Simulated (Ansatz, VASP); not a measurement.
# CuO in VASP and in Ansatz

```
CELL_PARAMETERS angstrom
2.68855 0.00000 0.00000
0.00000 2.68855 0.00000
0.00000 0.00000 2.68855
ATOMIC_POSITIONS crystal
Cu 0.00000 0.00000 0.00000
O 0.50000 0.50000 0.50000
```

Change from the starting cell: volume scaled by 1.06.

Alike in both runs: task single point; functional PBE; k mesh 12 × 12 × 12; occupations fermi-dirac, width 0.08 eV; no spin polarisation.

|  | VASP | Ansatz |
| --- | --- | --- |
| version | VASP 6.6.1 | Ansatz 0.2.0 |
| potentials or method | VASP PAW PBE potentials, release 64 (Cu, O), cutoff 600 eV | all-electron LAPW, scalar-relativistic |

```tsv
	VASP	Ansatz	Ansatz less VASP
pressure (GPa)	-8.7	-8.7	+0.06
```

Ansatz ran all-electron here, and VASP with PAW potentials.
